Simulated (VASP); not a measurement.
A run of VASP 6.6.1 is set up as follows.

INCAR

```
PREC = Accurate
ENCUT = 520
EDIFF = 1E-6
ISMEAR = 0
SIGMA = 0.05
LREAL = False
LASPH = True
NELM = 80
ALGO = Normal
ISIF = 2
LWAVE = False
LCHARG = True
GGA = PS
LELF = True
LVHAR = True
NBANDS = 16
```

File KPOINTS:

```
Automatic mesh
0
Gamma
  9 9 6
```

Contents of POSCAR:

```
MgO
1.0
    3.6695000000      0.0000000000      0.0000000000
   -1.8347500000      3.1778802192      0.0000000000
    0.0000000000      0.0000000000      4.2646000000
Mg O
2 2
Direct
    0.6666666667      0.3333333333      0.7500000000
    0.3333333333      0.6666666667      0.2500000000
    0.6666666667      0.3333333333      0.2500000000
    0.3333333333      0.6666666667      0.7500000000
```

Potentials or basis: VASP PAW PBE potentials, release 64 (Mg, O).

Launch:

```console
$ cat potpaw_PBE.64/Mg/POTCAR potpaw_PBE.64/O/POTCAR > POTCAR
$ mpirun -np 1 vasp_std > vasp.out
```

Task: Predict the pressure.

Result: -11.9 GPa.

Task: Predict the band gap on the k mesh.

Result: 2.78 eV, direct.

Stress tensor (GPa, compression positive):
```
-12.61   0.00   0.00
  0.00 -12.61   0.00
  0.00   0.00 -10.62
```

Caveat: the PAW data sets were made with another functional, which shifts forces and pressure a little. Expect the measured gap to be larger: semilocal functionals such as PBEsol lack the derivative discontinuity.
